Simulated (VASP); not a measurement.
# In7CoAs8 (F-43m) in VASP: single point with PBEsol+U

Aim: the single point of In7CoAs8 with PBEsol+U.

All numbers are computed with VASP 6.6.1; they aren't measurements. Logs are shortened: lines on timing, memory, paths and dates and some standing lists are left out, and cuts for length are marked.

**1. The cell of the first run**

The structure is cubic, space group F-43m (No. 216). Conventional cell: a = 12.116 Å, b = 12.116 Å, c = 12.116 Å, α = 90.00°, β = 90.00°, γ = 90.00°. Within 3.2 Å of Co (site symmetry -43m) lie 4 As at 2.46 Å. In (site symmetry 2mm) has 4 As at 2.64 to 2.66 Å within 3.5 Å. Within 3.5 Å of In (site symmetry -43m) lie 4 As at 2.63 Å. Within 3.2 Å of As (site symmetry 3m) lie 1 Co at 2.46 Å and 3 In at 2.66 Å. Within 3.5 Å of As (site symmetry 3m) lie 4 In at 2.63 to 2.64 Å.

**2. Single point, PBEsol+U, collinear spin**

Contents of INCAR:

```
SYSTEM = In7CoAs8
ALGO = Normal
EDIFF = 1E-7
ENCUT = 520
GGA = PS
ISIF = 2
ISMEAR = 0
ISPIN = 2
LASPH = .TRUE.
LCHARG = .TRUE.
LDAU = .TRUE.
LDAUJ = 0 0 0
LDAUL = 2 -1 -1
LDAUPRINT = 1
LDAUTYPE = 2
LDAUU = 6 0 0
LELF = .TRUE.
LMAXMIX = 4
LORBIT = 11
LREAL = Auto
LVHAR = .TRUE.
LWAVE = .FALSE.
MAGMOM = 2.73 0 0 0 0 0 0 0 -0.05 -0.05 -0.05 -0.04 -0.05 -0.04 -0.04 -0.04
NBANDS = 88
NELM = 150
PREC = Accurate
SIGMA = 0.05
```

Contents of KPOINTS:

```
k-points
0
G
  3 3 3
  0 0 0
```

Contents of POSCAR:

```
In7CoAs8
1.0
    0.0000000000      6.0580000000      6.0580000000
    6.0580000000      0.0000000000      6.0580000000
    6.0580000000      6.0580000000      0.0000000000
Co In As
1 7 8
Direct
    0.0000000000      0.0000000000      1.0000000000
    0.0033947217      0.0033947217      0.4966052783
    0.0033947217      0.4966052783      0.0033947217
    0.0033947217      0.4966052783      0.4966052783
    0.4966052783      0.0033947217      0.0033947217
    0.4966052783      0.0033947217      0.4966052783
    0.4966052783      0.4966052783      0.0033947217
    0.5000000000      0.5000000000      0.5000000000
    0.1172760432      0.1172760432      0.1172760432
    0.1172760432      0.1172760432      0.6481718705
    0.1172760432      0.6481718705      0.1172760432
    0.1236636802      0.6254454399      0.6254454399
    0.6481718705      0.1172760432      0.1172760432
    0.6254454399      0.1236636802      0.6254454399
    0.6254454399      0.6254454399      0.1236636802
    0.6254454399      0.6254454399      0.6254454399
```

Potentials or basis: VASP PAW PBE potentials, release 64 (Co, In_d, As).

On the command line:

```console
$ cat potpaw_PBE.64/Co/POTCAR potpaw_PBE.64/In_d/POTCAR potpaw_PBE.64/As/POTCAR > POTCAR
$ mpirun -np 1 vasp_std > vasp.out
```

OUTCAR:

```text
SYSTEM = In7CoAs8
   EDIFF = 1E-7
   ENCUT = 520
   GGA = PS
   ISIF = 2
   ISMEAR = 0
   ISPIN = 2
   LASPH = .TRUE.
   LORBIT = 11
   LREAL = Auto
   NELM = 150
   PREC = Accurate

 ion  position               nearest neighbor table
   1  0.000  0.000  0.000-  10 2.46  11 2.46  13 2.46   9 2.46
   2  0.003  0.003  0.497-  12 2.64  14 2.64   9 2.66  10 2.66
   3  0.003  0.497  0.003-  12 2.64  15 2.64   9 2.66  11 2.66
   4  0.003  0.497  0.497-  12 2.64  16 2.64  10 2.66  11 2.66
   5  0.497  0.003  0.003-  14 2.64  15 2.64   9 2.66  13 2.66
   6  0.497  0.003  0.497-  14 2.64  16 2.64  10 2.66  13 2.66
[... 8 lines left out ...]
  15  0.625  0.625  0.124-   8 2.63   7 2.64   3 2.64   5 2.64
  16  0.625  0.625  0.625-   8 2.63   6 2.64   7 2.64   4 2.64

  LATTYP: Found a face centered cubic cell.
 ALAT       =    12.1160000000

  Lattice vectors:

 A1 = (   0.0000000000,   6.0580000000,   6.0580000000)
 A2 = (   6.0580000000,   0.0000000000,   6.0580000000)
 A3 = (   6.0580000000,   6.0580000000,   0.0000000000)

Analysis of symmetry for initial positions (statically):
=====================================================================
 Subroutine PRICEL returns:
 Original cell was already a primitive cell.

 Routine SETGRP: Setting up the symmetry group for a
 face centered cubic supercell.

 Subroutine GETGRP returns: Found 24 space group operations
 (whereof 24 operations were pure point group operations)
 out of a pool of 48 trial point group operations.

The static configuration has the point symmetry T_d .

Analysis of symmetry for dynamics (positions and initial velocities):
=====================================================================
 Subroutine PRICEL returns:
 Original cell was already a primitive cell.

 Routine SETGRP: Setting up the symmetry group for a
 face centered cubic supercell.

 Subroutine GETGRP returns: Found 24 space group operations
 (whereof 24 operations were pure point group operations)
 out of a pool of 48 trial point group operations.

The dynamic configuration has the point symmetry T_d .

Analysis of structural, dynamic, and magnetic symmetry:
=====================================================================
 Subroutine PRICEL returns:
 Original cell was already a primitive cell.

 Routine SETGRP: Setting up the symmetry group for a
 face centered cubic supercell.

 Subroutine GETGRP returns: Found 24 space group operations
 (whereof 24 operations were pure point group operations)
 out of a pool of 48 trial point group operations.

The overall configuration has the point symmetry T_d .

 Subroutine INISYM returns: Found 24 space group operations
 (whereof 24 operations are pure point group operations),
 and found     1 'primitive' translations

----------------------------------------------------------------------------------------

                                     Primitive cell

  volume of cell :     444.6495

  direct lattice vectors                    reciprocal lattice vectors
     0.000000000  6.058000000  6.058000000    -0.082535490  0.082535490  0.082535490
     6.058000000  0.000000000  6.058000000     0.082535490 -0.082535490  0.082535490
     6.058000000  6.058000000  0.000000000     0.082535490  0.082535490 -0.082535490

  length of vectors
     8.567305761  8.567305761  8.567305761     0.142955663  0.142955663  0.142955663

  position of ions in fractional coordinates (direct lattice)
     0.000000000  0.000000000  0.000000000
     0.003394722  0.003394722  0.496605278
     0.003394722  0.496605278  0.003394722
     0.003394722  0.496605278  0.496605278
     0.496605278  0.003394722  0.003394722
     0.496605278  0.003394722  0.496605278
[... 8 lines left out ...]
     0.625445440  0.625445440  0.123663680
     0.625445440  0.625445440  0.625445440

  ion indices of the primitive-cell ions
   primitive index   ion index
[... 96 lines left out ...]
   GGA     = PS    functional components
   LHFCALC =     F    Hartree Fock is set to
   AEXX    =    0.0000 exact exchange contribution
   IVDW    =     0    specifies the selected vdW correction
   LEPSILON=     F    determine dielectric tensor
   LRPA    =     F    only Hartree local field effects (RPA)
 spin polarized calculation
 Gauss-broadening in eV      SIGMA  =   0.05
  energy-cutoff  :      520.00
  volume of cell :      444.65
 maximum number of plane-waves:     12039
   NGX = 31   NGY = 31   NGZ = 31

atom =   1  type =  1  l = 2

 onsite density matrix

spin component  1

  0.9649 -0.0000  0.0000  0.0000  0.0000
 -0.0000  0.9649 -0.0000 -0.0000 -0.0000
  0.0000 -0.0000  0.9577  0.0000 -0.0000
  0.0000 -0.0000  0.0000  0.9649 -0.0000
  0.0000 -0.0000 -0.0000 -0.0000  0.9577

spin component  2

  0.1329  0.0000 -0.0000 -0.0000 -0.0000
  0.0000  0.1329  0.0000  0.0000  0.0000
 -0.0000  0.0000  0.9475 -0.0000  0.0000
 -0.0000  0.0000 -0.0000  0.1329  0.0000
 -0.0000  0.0000  0.0000  0.0000  0.9475

 occupancies and eigenvectors

  o =  0.1329  v =  0.0000  0.0000  0.0000  0.0000  0.0000  0.0000  0.1097  0.0000 -0.9940  0.0000      0.0000  0.0000  0.0000  0.0000  0.0000  0.0000  0.0000  0.0000  0.0000  0.0000
  o =  0.1329  v =  0.0000  0.0000  0.0000  0.0000  0.0000  0.0000 -0.9940  0.0000 -0.1097  0.0000      0.0000  0.0000  0.0000  0.0000  0.0000  0.0000  0.0000  0.0000  0.0000  0.0000
  o =  0.1329  v =  0.0000  0.0000  0.0000  0.0000  0.0000  1.0000  0.0000  0.0000  0.0000  0.0000      0.0000  0.0000  0.0000  0.0000  0.0000  0.0000  0.0000  0.0000  0.0000  0.0000
  o =  0.9475  v =  0.0000  0.0000  0.0000  0.0000  0.0000  0.0000 -0.0000 -0.0035  0.0000  1.0000      0.0000  0.0000  0.0000  0.0000  0.0000  0.0000  0.0000  0.0000  0.0000  0.0000
  o =  0.9475  v =  0.0000  0.0000  0.0000  0.0000  0.0000  0.0000  0.0000  1.0000  0.0000  0.0035      0.0000  0.0000  0.0000  0.0000  0.0000  0.0000  0.0000  0.0000  0.0000  0.0000
  o =  0.9577  v =  0.0000  0.0000  0.0996 -0.0000  0.9950  0.0000  0.0000  0.0000  0.0000  0.0000      0.0000  0.0000  0.0000  0.0000  0.0000  0.0000  0.0000  0.0000  0.0000  0.0000
  o =  0.9577  v =  0.0000 -0.0000 -0.9950  0.0000  0.0996  0.0000  0.0000  0.0000  0.0000  0.0000      0.0000  0.0000  0.0000  0.0000  0.0000  0.0000  0.0000  0.0000  0.0000  0.0000
  o =  0.9649  v =  0.0000 -0.9924  0.0000  0.1232 -0.0000  0.0000  0.0000  0.0000  0.0000  0.0000      0.0000  0.0000  0.0000  0.0000  0.0000  0.0000  0.0000  0.0000  0.0000  0.0000
  o =  0.9649  v =  0.0000 -0.1232 -0.0000 -0.9924 -0.0000  0.0000  0.0000  0.0000  0.0000  0.0000      0.0000  0.0000  0.0000  0.0000  0.0000  0.0000  0.0000  0.0000  0.0000  0.0000
  o =  0.9649  v =  1.0000  0.0000  0.0000  0.0000  0.0000  0.0000  0.0000  0.0000  0.0000  0.0000      0.0000  0.0000  0.0000  0.0000  0.0000  0.0000  0.0000  0.0000  0.0000  0.0000

 number of electron     140.0000028 magnetization       2.0617506

 Free energy of the ion-electron system (eV)
  ---------------------------------------------------
  ext. energy  EPLUGINS =         0.00000000
  ---------------------------------------------------
  free energy    TOTEN  =       -67.69060655 eV

  energy without entropy =      -67.68320786  energy(sigma->0) =      -67.68690720

 E-fermi :   3.7801     XC(G=0):  -9.1987

 val. band max:        3.7592414439   @ k =   0.0000   0.0000   0.0000
 cond. band min:       3.7888224672   @ k =  -0.3333   0.3333   0.0000
 fundamental gap:      0.0295810233
 Fermi energy:         3.7801054827

 spin component 1

 k-point     1 :       0.0000    0.0000    0.0000
  band No.  band energies     occupation
      1     -10.4364      1.00000
      2     -10.4364      1.00000
      3     -10.4364      1.00000
      4     -10.3926      1.00000
      5     -10.3344      1.00000
      6     -10.3344      1.00000
[... 329 lines left out ...]
     81       7.5331      0.00000
     82       7.5442      0.00000
 Fermi energy:         3.7801054827

 spin component 2

 k-point     1 :       0.0000    0.0000    0.0000
  band No.  band energies     occupation
      1     -10.4419      1.00000
      2     -10.4419      1.00000
      3     -10.4419      1.00000
      4     -10.3988      1.00000
      5     -10.3382      1.00000
      6     -10.3382      1.00000
[... 329 lines left out ...]
     81       7.5466      0.00000
     82       7.5874      0.00000
 [bands above 82 left out]

------------------------ aborting loop because EDIFF is reached ----------------------------------------

  FORCE on cell =-STRESS in cart. coord.  units (eV):
  Direction    XX          YY          ZZ          XY          YZ          ZX
  --------------------------------------------------------------------------------------
  -------------------------------------------------------------------------------------
  Total       -2.8800762     -2.8800762     -2.8800762      0.0000000      0.0000000      0.0000000
  in kB      -10.3775960    -10.3775960    -10.3775960      0.0000000      0.0000000      0.0000000
  external PRESSURE =     -10.3775960 kB  Pullay stress =       0.0000000 kB

 VOLUME and BASIS-vectors are now :
 -----------------------------------------------------------------------------
  energy-cutoff  :      520.00
  volume of cell :      444.65
      direct lattice vectors                 reciprocal lattice vectors
     0.000000000  6.058000000  6.058000000    -0.082535490  0.082535490  0.082535490
     6.058000000  0.000000000  6.058000000     0.082535490 -0.082535490  0.082535490
     6.058000000  6.058000000  0.000000000     0.082535490  0.082535490 -0.082535490

 POSITION                                       TOTAL-FORCE (eV/Angst)
 -----------------------------------------------------------------------------------
      0.00000      0.00000      0.00000        -0.000000     -0.000000     -0.000000
      3.02900      3.02900      0.04113         0.000000      0.000000      0.106875
      3.02900      0.04113      3.02900         0.000000      0.106875      0.000000
      6.01687      3.02900      3.02900        -0.106875      0.000000      0.000000
      0.04113      3.02900      3.02900         0.106875      0.000000      0.000000
      3.02900      6.01687      3.02900         0.000000     -0.106875      0.000000
[... 8 lines left out ...]
      4.53810      4.53810      7.57790        -0.014525     -0.014525      0.014525
      7.57790      7.57790      7.57790         0.014525      0.014525      0.014525
 -----------------------------------------------------------------------------------
    total drift:                                0.000001      0.000001      0.000001

  FREE ENERGIE OF THE ION-ELECTRON SYSTEM (eV)
  ---------------------------------------------------
  free  energy   TOTEN  =       -67.6906065501 eV

  energy  without entropy=      -67.6832078559  energy(sigma->0) =      -67.68690720

 total charge

# of ion       s       p       d       tot
------------------------------------------
    1        0.420   0.379   7.084   7.883
    2        0.849   0.703   9.882  11.435
    3        0.849   0.703   9.882  11.435
    4        0.849   0.703   9.882  11.435
    5        0.849   0.703   9.882  11.435
    6        0.849   0.703   9.882  11.435
[... 8 lines left out ...]
   15        1.226   1.541   0.021   2.788
   16        1.226   1.541   0.021   2.788
--------------------------------------------------
tot         16.185  17.581  76.430 110.196

 magnetization (x)

# of ion       s       p       d       tot
------------------------------------------
    1        0.027   0.035   2.514   2.577
    2        0.005  -0.003  -0.004  -0.002
    3        0.005  -0.003  -0.004  -0.002
    4        0.005  -0.003  -0.004  -0.002
    5        0.005  -0.003  -0.004  -0.002
    6        0.005  -0.003  -0.004  -0.002
[... 8 lines left out ...]
   15       -0.000  -0.036  -0.000  -0.037
   16       -0.000  -0.036  -0.000  -0.037
--------------------------------------------------
tot          0.070  -0.356   2.493   2.207
```

Wall time 21 min (1 thread of Intel Xeon 8259CL, shared host); peak memory 0.86 GiB.

Results:

```yaml
Free_energy: -67.6906 eV
Pressure: -1.0 GPa
Largest_force: 0.231 eV/Å
Net_moment: 2.06 μB per cell
Site_moments: Co +2.58; In -0.00, -0.01 (each value once); As -0.05, -0.04 (each value once) μB
Valence_electrons_inside_the_program's_atomic_spheres: Co 7.88; In 11.44, 11.46 (each value once); As 2.77, 2.79 (each value once)
```

Forces in eV/Å, atoms in the order of the input:
```
Co   0.000  0.000  0.000
In   0.000  0.000  0.107
In   0.000  0.107  0.000
In  -0.107  0.000  0.000
In   0.107  0.000  0.000
In   0.000 -0.107  0.000
In   0.000  0.000 -0.107
In   0.000  0.000  0.000
As   0.134  0.134  0.134
As  -0.134 -0.134  0.134
As  -0.134  0.134 -0.134
As   0.015 -0.015 -0.015
As   0.134 -0.134 -0.134
As  -0.015  0.015 -0.015
As  -0.015 -0.015  0.015
As   0.015  0.015  0.015
```

Levels at points of the mesh, in eV from the Fermi level:
Spin up:
```csv
k point,band 67,band 68,band 69,band 70,band 71,band 72,band 73,band 74
"(0.00, 0.00, 0.00)",-0.47,-0.47,-0.47,0.16,0.42,0.42,0.42,1.20
```
Spin down:
```csv
k point,band 65,band 66,band 67,band 68,band 69,band 70,band 71,band 72,band 73,band 74
"(0.00, 0.00, 0.00)",-0.52,-0.52,-0.02,-0.02,-0.02,0.18,1.19,1.19,1.19,1.63
```

Eigenvalues of the final occupation matrices:
| site | spin | trace | eigenvalues |
| --- | --- | --- | --- |
| site 1 d | 1 | 4.81 | 0.96 0.96 0.96 0.96 0.96 |
| site 1 d | 2 | 2.29 | 0.13 0.13 0.13 0.95 0.95 |

Caveat: the PAW data sets were made with another functional, which shifts forces and pressure a little; spin-orbit coupling is left out, which moves the levels of the heavy elements; a cell with one magnetic atom can't hold antiferromagnetic order, which such compounds often take; the U is typed as a test and isn't derived for this compound.
